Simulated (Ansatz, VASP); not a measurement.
## GaSb, level by level in two programs

```
CELL_PARAMETERS angstrom
-2.71622 2.71622 1.56921
2.71622 -2.71622 1.56921
2.71622 2.71622 -1.56921
ATOMIC_POSITIONS crystal
Sb 0.00000 0.00000 0.00000
Ga 0.75000 0.25000 0.50000
```

Single points on this cell with VASP 6.6.1 and Ansatz 0.2.0. Each row is one pair of runs. Alike in all rows: spin: off; smearing: fermi-dirac, width 0.05 eV; VASP's potentials, cutoff: VASP PAW PBE potentials, release 64 (Sb, Ga_d), 520 eV.

```csv
level,k mesh,"Ansatz's potentials, cutoff","gap on the k mesh at the Fermi level (eV), VASP","gap on the k mesh at the Fermi level (eV), Ansatz","pressure (GPa), VASP","pressure (GPa), Ansatz"
HSE06,6 × 6 × 6,"Ansatz PAW, 420 eV",none,none,0.4,0.9
PBEsol,10 × 10 × 10,"Ansatz PAW, 420 eV",none,none,-0.6,-0.7
r2SCAN,10 × 10 × 10,"Ansatz PAW, 500 eV",none,?,0.9,?
```

**Question.** Fill in what Ansatz gave in row 3.

**Answer.** gap on the k mesh at the Fermi level (eV): none; pressure (GPa): 0.8.

VASP's potentials hold 18 valence electrons a cell and Ansatz's 28, so a difference there can come from the potentials and not from the codes.

A gap of «none» marks a metal or a gap that the smearing closes.

The k mesh is coarse in some rows, so the values compare programs but aren't converged. Neither program's run includes spin-orbit coupling.
